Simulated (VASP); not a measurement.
Set up this calculation in VASP 6.6.1, as the native input.

```
Task                               : single point
Functional                         : HSE06
Potentials or basis                : VASP PAW PBE potentials, release 64 (Si)
Cutoff                             : 520 eV
k mesh                             : 6 × 6 × 6
Occupations                        : gaussian, width 0.01 eV
Spin                               : no spin polarisation
Dipole correction                  : no
Grid for exact exchange (PRECFOCK) : Normal
Further INCAR settings             : ALGO = Normal; EDIFF = 1e-07; NBANDS = 11
Share of exact exchange            : 0.25
Screening parameter                : 0.2079 1/Å
```

The system is Si.

```xyz
2
Lattice="0.0000 2.7168 2.7168 2.7168 0.0000 2.7168 2.7168 2.7168 0.0000" Properties=species:S:1:pos:R:3 pbc="T T T"
Si    4.0752    4.0752    4.0752
Si    2.7168    2.7168    2.7168
```

These files were run (other wordings do the same):

POSCAR

```
Si
1.0
    0.0000000000      2.7168139082      2.7168139082
    2.7168139082      0.0000000000      2.7168139082
    2.7168139082      2.7168139082      0.0000000000
Si
2
Direct
    0.7500000000      0.7500000000      0.7500000000
    0.5000000000      0.5000000000      0.5000000000
```

INCAR.step1

```
PREC     = Accurate       # precision mode
ENCUT    = 520            # plane-wave cutoff, eV
EDIFF    = 1E-5           # SCF threshold, eV
ISMEAR   = 0              # smearing method
SIGMA    = 0.01           # smearing width, eV
LREAL    = F              # projectors in reciprocal space
LASPH    = T              # aspherical terms in the spheres
NELM     = 100            # most SCF steps
ALGO     = Normal         # electronic algorithm
ISIF     = 2              # what is computed and relaxed
LWAVE    = T              # write WAVECAR
LCHARG   = F              # write CHGCAR
GGA      = PE             # functional
NBANDS   = 11             # bands
```

INCAR.step2

```
PREC     = Accurate       # precision mode
ENCUT    = 520            # plane-wave cutoff, eV
EDIFF    = 1E-7           # SCF threshold, eV
ISMEAR   = 0              # smearing method
SIGMA    = 0.01           # smearing width, eV
LREAL    = F              # projectors in reciprocal space
LASPH    = T              # aspherical terms in the spheres
NELM     = 100            # most SCF steps
ALGO     = Normal         # electronic algorithm
ISIF     = 2              # what is computed and relaxed
LWAVE    = F              # write WAVECAR
LCHARG   = F              # write CHGCAR
GGA      = PE             # functional
LHFCALC  = T              # exact exchange
HFSCREEN = 0.2079         # screening, 1/A
PRECFOCK = Normal       
ISTART   = 1            
NBANDS   = 11             # bands
```

KPOINTS

```
regular mesh
0
Gamma
  6 6 6
```

Potentials or basis: VASP PAW PBE potentials, release 64 (Si).

Command:

```sh
$ cat potpaw_PBE.64/Si/POTCAR > POTCAR
$ cp INCAR.step1 INCAR
$ mpirun -np 1 vasp_std > vasp.out
$ cp INCAR.step2 INCAR
$ mpirun -np 1 vasp_std > vasp.out
```

It gave:

- Pressure: 0.1 GPa
- Band gap on the k mesh: 1.30 eV (least direct gap 3.33 eV)

Caveat: the PAW data sets were made with another functional, which shifts forces and pressure a little.

Wall time 9.5 min on 1 thread of Intel(R) Xeon(R) Platinum 8259CL CPU @ 2.50GHz (Skylake/Cascade Lake) (shared host), peak memory 0.27 GiB.
